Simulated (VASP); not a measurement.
Write the native input for VASP 6.6.1 that does the following.

```
Task                   : single point
Functional             : PBE
Potentials or basis    : VASP PAW PBE potentials, release 64 (Al, Ni)
Cutoff                 : 520 eV
k mesh                 : 16 × 16 × 16
Occupations            : gaussian, width 0.15 eV
Spin                   : no spin polarisation
Dipole correction      : no
Further INCAR settings : ALGO = Fast; EDIFF = 1e-06; NBANDS = 14
```

The structure of AlNi lies in POSCAR:

```
AlNi
1.0
    2.8810000000      0.0000000000      0.0000000000
    0.0000000000      2.8810000000      0.0000000000
    0.0000000000      0.0000000000      2.8810000000
Al Ni
1 1
Direct
    0.0300598891      0.0300598891      0.0300598891
    0.5000000000      0.5000000000      0.5000000000
```

This cell differs from its parent crystal: all Al atoms moved -0.150 Å, as atom 1 towards its neighbour atom 2 (Ni) at 2.495 Å.

The input as run:

INCAR

```
ALGO = Fast
EDIFF = 1E-6
ENCUT = 520
GGA = PE
ISIF = 2
ISMEAR = 0
LASPH = T
LCHARG = T
LELF = T
LREAL = F
LVHAR = T
LWAVE = F
NBANDS = 14
NELM = 100
PREC = Accurate
SIGMA = 0.15
```

KPOINTS

```
k-points
0
Gamma
  16 16 16
```

Potentials or basis: VASP PAW PBE potentials, release 64 (Al, Ni).

Launch:

```sh
$ cat potpaw_PBE.64/Al/POTCAR potpaw_PBE.64/Ni/POTCAR > POTCAR
$ mpirun -np 1 vasp_std > vasp.out
```

It gave:

```yaml
Pressure: 3.5 GPa
Largest_force: 0.943 eV/Å
```

Caveat: the cell differs from its parent crystal (all Al atoms moved -0.150 Å, as atom 1 towards its neighbour atom 2 (Ni) at 2.495 Å).

Run time: 71 s on 1 thread of AMD EPYC 9R45 96-Core Processor (Zen 5), on a shared host, peak memory 0.23 GiB.
